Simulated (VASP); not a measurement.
# Cu (Fd-3m) in VASP: further runs, part 2 of 2

VASP 6.6.1. Earlier steps stand in the parts before.

### 3 Single point, PBEsol

Input file INCAR:

```
PREC = Accurate ; ENCUT = 520
EDIFF = 1E-7 ; ISMEAR = -1
SIGMA = 0.1 ; LREAL = F
LASPH = T ; NELM = 60
ALGO = Normal ; ISIF = 2
LWAVE = F ; LCHARG = T
GGA = PS ; LELF = T
LVHAR = T ; NBANDS = 18
```

Input file KPOINTS:

```
Automatic mesh
0
Gamma
  14 14 14
```

Input file POSCAR:

```
Cu
1.0
    0.0000000000      2.0762657668      2.0762657668
    2.0762657668      0.0000000000      2.0762657668
    2.0762657668      2.0762657668      0.0000000000
Cu
2
Direct
   -0.1250000000     -0.1250000000     -0.1250000000
    0.1250000000      0.1250000000      0.1250000000
```

Potentials or basis: VASP PAW PBE potentials, release 64 (Cu).

Command:

```console
cat potpaw_PBE.64/Cu/POTCAR > POTCAR
mpirun -np 1 vasp_std > vasp.out
```

OUTCAR:

```text
PREC = Accurate
   ENCUT = 520
   EDIFF = 1E-7
   ISMEAR = -1
   LREAL = F
   LASPH = T
   NELM = 60
   ISIF = 2
   GGA = PS

 ion  position               nearest neighbor table
   1  0.875  0.875  0.875-   2 1.80   2 1.80   2 1.80   2 1.80
   2  0.125  0.125  0.125-   1 1.80   1 1.80   1 1.80   1 1.80

  LATTYP: Found a face centered cubic cell.
 ALAT       =     4.1525315336

  Lattice vectors:

 A1 = (   0.0000000000,   2.0762657668,   2.0762657668)
 A2 = (   2.0762657668,   0.0000000000,   2.0762657668)
 A3 = (   2.0762657668,   2.0762657668,   0.0000000000)

Analysis of symmetry for initial positions (statically):
=====================================================================
 Subroutine PRICEL returns:
 Original cell was already a primitive cell.

 Routine SETGRP: Setting up the symmetry group for a
 face centered cubic supercell.

 Subroutine GETGRP returns: Found 48 space group operations
 (whereof 12 operations were pure point group operations)
 out of a pool of 48 trial point group operations.

The static configuration has the point symmetry D_3d.
 The point group associated with its full space group is O_h .

Analysis of symmetry for dynamics (positions and initial velocities):
=====================================================================
 Subroutine PRICEL returns:
 Original cell was already a primitive cell.

 Routine SETGRP: Setting up the symmetry group for a
 face centered cubic supercell.

 Subroutine GETGRP returns: Found 48 space group operations
 (whereof 12 operations were pure point group operations)
 out of a pool of 48 trial point group operations.

The dynamic configuration has the point symmetry D_3d.
 The point group associated with its full space group is O_h .

 Subroutine INISYM returns: Found 48 space group operations
 (whereof 12 operations are pure point group operations),
 and found     1 'primitive' translations

[... 112 lines left out ...]
   IMIX   =      4    mixing-type and parameters
     AMIX     =   0.40;   BMIX     =  1.00
     AMIX_MAG =   1.60;   BMIX_MAG =  1.00
  volume/ion in A,a.u.               =       8.95        60.40
  Fermi-wavevector in a.u.,A,eV,Ry     =   1.753569  3.313764 41.837958  3.075003
  Thomas-Fermi vector in A             =   2.823679
   LORBIT       =      0    0 simple, 1 ext, 2 COOP (PROOUT), +10 PAW based schemes
   GGA     = PS    functional components
   LHFCALC =     F    Hartree Fock is set to
   AEXX    =    0.0000 exact exchange contribution
   IVDW    =     0    specifies the selected vdW correction
   LEPSILON=     F    determine dielectric tensor
   LRPA    =     F    only Hartree local field effects (RPA)
 non-spin polarized calculation
  energy-cutoff  :      520.00
  volume of cell :       17.90
 maximum number of plane-waves:       531
 NGX is ok and might be reduce to    24

 number of electron      21.9999980 magnetization

 Free energy of the ion-electron system (eV)
  ---------------------------------------------------
  ext. energy  EPLUGINS =         0.00000000
  ---------------------------------------------------
  free energy    TOTEN  =         1.06102108 eV

  energy without entropy =        1.07705636  energy(sigma->0) =        1.06903872

 E-fermi :  12.2855     XC(G=0): -14.3330

 val. band max:       12.2365959085   @ k =   0.5000   0.0000   0.0000
 cond. band min:      12.2945543165   @ k =  -0.4286   0.2143   0.0714
 fundamental gap:      0.0579584080
 Fermi energy:        12.2854627213

 k-point     1 :       0.0000    0.0000    0.0000
  band No.  band energies     occupation
      1       0.1982      2.00000
      2       4.7927      2.00000
      3       4.7927      2.00000
      4       5.2495      2.00000
      5       5.2495      2.00000
      6       5.2495      2.00000
[... 481 lines left out ...]
      5       5.4873      2.00000
      6       6.2383      2.00000
[... 10 lines left out ...]
     17      32.8019      0.00000
     18      33.7766      0.00000

 [... further k-points ...]

------------------------ aborting loop because EDIFF is reached ----------------------------------------

  FORCE on cell =-STRESS in cart. coord.  units (eV):
  Direction    XX          YY          ZZ          XY          YZ          ZX
  --------------------------------------------------------------------------------------
  -------------------------------------------------------------------------------------
  Total       28.2434056     28.2434056     28.2434056     -0.0000000      0.0000000      0.0000000
  in kB     2527.8355618   2527.8355618   2527.8355618     -0.0000000      0.0000000      0.0000000
  external PRESSURE =    2527.8355618 kB  Pullay stress =       0.0000000 kB

 VOLUME and BASIS-vectors are now :
 -----------------------------------------------------------------------------
  energy-cutoff  :      520.00
  volume of cell :       17.90
      direct lattice vectors                 reciprocal lattice vectors
     0.000000000  2.076265767  2.076265767    -0.240816955  0.240816955  0.240816955
     2.076265767  0.000000000  2.076265767     0.240816955 -0.240816955  0.240816955
     2.076265767  2.076265767  0.000000000     0.240816955  0.240816955 -0.240816955

 POSITION                                       TOTAL-FORCE (eV/Angst)
 -----------------------------------------------------------------------------------
      3.63347      3.63347      3.63347         0.000000      0.000000     -0.000000
      0.51907      0.51907      0.51907        -0.000000     -0.000000      0.000000
 -----------------------------------------------------------------------------------
    total drift:                                0.000000      0.000000      0.000000

  FREE ENERGIE OF THE ION-ELECTRON SYSTEM (eV)
  ---------------------------------------------------
  free  energy   TOTEN  =         1.0610210836 eV

  energy  without entropy=        1.0770563632  energy(sigma->0) =        1.06903872
```

OSZICAR:

```text
N       E                     dE             d eps       ncg     rms          rms(c)
DAV:   1     0.129455200045E+03    0.12946E+03   -0.10490E+04  4168   0.237E+03
DAV:   2     0.718559257516E+01   -0.12227E+03   -0.11626E+03  3748   0.308E+02
DAV:   3    -0.612200660630E-01   -0.72468E+01   -0.71003E+01  4034   0.960E+01
DAV:   4    -0.144910310669E+00   -0.83690E-01   -0.83645E-01  4266   0.104E+01
DAV:   5    -0.146439395966E+00   -0.15291E-02   -0.15290E-02  4406   0.138E+00    0.888E+00
DAV:   6     0.783048199503E+00    0.92949E+00   -0.40634E+00  4594   0.558E+01    0.910E-01
DAV:   7     0.983249496410E+00    0.20020E+00   -0.54701E-01  4862   0.198E+01    0.156E+00
DAV:   8     0.106068825088E+01    0.77439E-01   -0.25160E-02  6330   0.285E+00    0.799E-02
DAV:   9     0.106102329824E+01    0.33505E-03   -0.14230E-03  5780   0.566E-01    0.504E-02
DAV:  10     0.106100516911E+01   -0.18129E-04   -0.49760E-05  5400   0.135E-01    0.214E-02
DAV:  11     0.106102104549E+01    0.15876E-04   -0.66547E-06  6428   0.657E-02    0.246E-03
DAV:  12     0.106102108357E+01    0.38080E-07   -0.31059E-07  3900   0.575E-03
   1 F= 0.10610211E+01 E0= 0.10690387E+01  d E =-.160353E-01
```

Run time: 24 s. Hardware: 1 thread of AMD EPYC 9R45 (Zen 5), shared host; peak memory 0.12 GiB.

Results:

- Free energy: 1.0610 eV
- Pressure: 252.8 GPa
- Band gap on the k mesh: zero (band 11 reaches 13.46 eV, above the bottom of band 12 at 12.20 eV)

Caveat: the PAW data sets were made with another functional, which shifts forces and pressure a little.

### 4 Single point, PBEsol

This run uses another cell than the first one, of 8.95 Å³/atom, 1.163 times its volume.

Input file INCAR:

```
SYSTEM = Cu
PREC = Accurate
ENCUT = 520
EDIFF = 1E-7
ISMEAR = 1
SIGMA = 0.01
LREAL = .False.
LASPH = .True.
NELM = 100
ALGO = Normal
ISIF = 2
LWAVE = .False.
LCHARG = .True.
GGA = PS
LELF = .True.
LVHAR = .True.
NBANDS = 18
```

Input file KPOINTS:

```
regular mesh
0
Gamma
  14 14 14
  0 0 0
```

POSCAR is that of step 3.

Command:

```console
cat potpaw_PBE.64/Cu/POTCAR > POTCAR
mpirun -np 1 vasp_std > vasp.out
```

Wall time 26 s (1 thread of AMD EPYC 9R45 (Zen 5), shared host); peak memory 0.12 GiB.

The run converged. Its results:

- Free energy: 1.0701 eV
- Pressure: 252.7 GPa
- Band gap on the k mesh: zero (band 11 reaches 13.46 eV, above the bottom of band 12 at 12.20 eV)

Levels at points of the mesh, in eV from the Fermi level:
```tsv
k point	band 7	band 8	band 9	band 10	band 11	band 12	band 13	band 14	band 15	band 16
(0.00, 0.00, 0.00)	-4.30	-4.30	-4.30	-2.12	-2.12	16.28	16.28	16.28	16.45	16.45
(0.50, 0.00, 0.00)	-4.70	-3.51	-3.51	-2.49	-2.49	-0.06	11.78	11.78	13.78	16.02
(0.50, 0.50, 0.00)	-4.78	-4.78	-2.23	-2.23	0.33	0.33	4.36	4.36	12.27	12.27
```

Caveat: the PAW data sets were made with another functional, which shifts forces and pressure a little.

### 5 Single point, PBEsol (volume scaled by 0.58)

Input file INCAR:

```
SYSTEM = Cu
ALGO = Normal
EDIFF = 1E-7
ENCUT = 520
GGA = PS
ISIF = 2
ISMEAR = -1
LASPH = .TRUE.
LCHARG = .FALSE.
LREAL = .FALSE.
LWAVE = .FALSE.
NBANDS = 18
NELM = 80
PREC = Accurate
SIGMA = 0.1
```

Input file KPOINTS:

```
k-points
0
G
  14 14 14
  0 0 0
```

Input file POSCAR:

```
Cu
1.0
    0.0000000000      2.1815689304      2.1815689304
    2.1815689304      0.0000000000      2.1815689304
    2.1815689304      2.1815689304      0.0000000000
Cu
2
Direct
   -0.1250000000     -0.1250000000     -0.1250000000
    0.1250000000      0.1250000000      0.1250000000
```

Potentials or basis: VASP PAW PBE potentials, release 64 (Cu).

Command:

```console
cat potpaw_PBE.64/Cu/POTCAR > POTCAR
mpirun -np 1 vasp_std > vasp.out
```

OUTCAR:

```text
SYSTEM = Cu
   EDIFF = 1E-7
   ENCUT = 520
   GGA = PS
   ISIF = 2
   ISMEAR = -1
   LASPH = .TRUE.
   LREAL = .FALSE.
   NELM = 80
   PREC = Accurate

 ion  position               nearest neighbor table
   1  0.875  0.875  0.875-   2 1.89   2 1.89   2 1.89   2 1.89
   2  0.125  0.125  0.125-   1 1.89   1 1.89   1 1.89   1 1.89

  LATTYP: Found a face centered cubic cell.
 ALAT       =     4.3631378608

  Lattice vectors:

 A1 = (   0.0000000000,   2.1815689304,   2.1815689304)
 A2 = (   2.1815689304,   0.0000000000,   2.1815689304)
 A3 = (   2.1815689304,   2.1815689304,   0.0000000000)

Analysis of symmetry for initial positions (statically):
=====================================================================
 Subroutine PRICEL returns:
 Original cell was already a primitive cell.

 Routine SETGRP: Setting up the symmetry group for a
 face centered cubic supercell.

 Subroutine GETGRP returns: Found 48 space group operations
 (whereof 12 operations were pure point group operations)
 out of a pool of 48 trial point group operations.

The static configuration has the point symmetry D_3d.
 The point group associated with its full space group is O_h .
[... 158 lines left out ...]

  energy without entropy =       -2.33229772  energy(sigma->0) =       -2.34190062

 E-fermi :   9.6492     XC(G=0): -13.4048

 val. band max:        9.6331003967   @ k =  -0.3571   0.4286   0.1429
 cond. band min:       9.7088638072   @ k =  -0.4286   0.2857   0.0000
 fundamental gap:      0.0757634105
 Fermi energy:         9.6491716667

 k-point     1 :       0.0000    0.0000    0.0000
  band No.  band energies     occupation
      1      -0.9658      2.00000
      2       3.4754      2.00000
      3       3.4754      2.00000
      4       3.7337      2.00000
      5       3.7337      2.00000
      6       3.7337      2.00000
[... 481 lines left out ...]
      5       3.9950      2.00000
      6       4.5539      2.00000
[... 10 lines left out ...]
     17      29.1049      0.00000
     18      29.6471      0.00000

 [... further k-points ...]

------------------------ aborting loop because EDIFF is reached ----------------------------------------

  FORCE on cell =-STRESS in cart. coord.  units (eV):
  Direction    XX          YY          ZZ          XY          YZ          ZX
  --------------------------------------------------------------------------------------
  -------------------------------------------------------------------------------------
  Total       18.1453018     18.1453018     18.1453018      0.0000000     -0.0000000     -0.0000000
  in kB     1400.0320063   1400.0320063   1400.0320063      0.0000000     -0.0000000     -0.0000000
  external PRESSURE =    1400.0320063 kB  Pullay stress =       0.0000000 kB

 VOLUME and BASIS-vectors are now :
 -----------------------------------------------------------------------------
  energy-cutoff  :      520.00
  volume of cell :       20.77
      direct lattice vectors                 reciprocal lattice vectors
     0.000000000  2.181568930  2.181568930    -0.229192850  0.229192850  0.229192850
     2.181568930  0.000000000  2.181568930     0.229192850 -0.229192850  0.229192850
     2.181568930  2.181568930  0.000000000     0.229192850  0.229192850 -0.229192850

 POSITION                                       TOTAL-FORCE (eV/Angst)
 -----------------------------------------------------------------------------------
      3.81775      3.81775      3.81775         0.000000     -0.000000     -0.000000
      0.54539      0.54539      0.54539        -0.000000      0.000000      0.000000
 -----------------------------------------------------------------------------------
    total drift:                                0.000000      0.000000      0.000000

  FREE ENERGIE OF THE ION-ELECTRON SYSTEM (eV)
  ---------------------------------------------------
  free  energy   TOTEN  =        -2.3515035216 eV

  energy  without entropy=       -2.3322977236  energy(sigma->0) =       -2.34190062
```

Run time: 24 s. Hardware: 1 thread of AMD EPYC 9R45 (Zen 5), shared host; peak memory 0.12 GiB.

Results:

| Property | Result |
| --- | --- |
| Free energy | -2.3515 eV |
| Pressure | 140.0 GPa |
| Band gap on the k mesh | zero (band 11 reaches 10.74 eV, above the bottom of band 12 at 9.51 eV) |

Caveat: the cell differs from its parent crystal (volume scaled by 0.58); the PAW data sets were made with another functional, which shifts forces and pressure a little.

### 6 Summary

```tsv
cell	smearing	gap on the mesh (eV)	pressure (GPa)
a = 2.792 Å, angles 60.0°, 2 atoms	fermi-dirac 0.1 eV	none	423.2
a = 2.936 Å, angles 60.0°, 2 atoms	fermi-dirac 0.1 eV	none	252.8
a = 2.936 Å, angles 60.0°, 2 atoms	methfessel-paxton 0.01 eV	none	252.7
a = 3.085 Å, angles 60.0°, 2 atoms	fermi-dirac 0.1 eV	none	140.0
```

Alike in all rows: task single point; level PBEsol; potentials or basis VASP PAW PBE potentials, release 64 (Cu); no spin polarisation; k mesh 14 × 14 × 14; cutoff (eV) 520.

Caveats: the PAW data sets were made with another functional, which shifts forces and pressure a little.

Absolute energies hang on the potentials; compare differences alone.
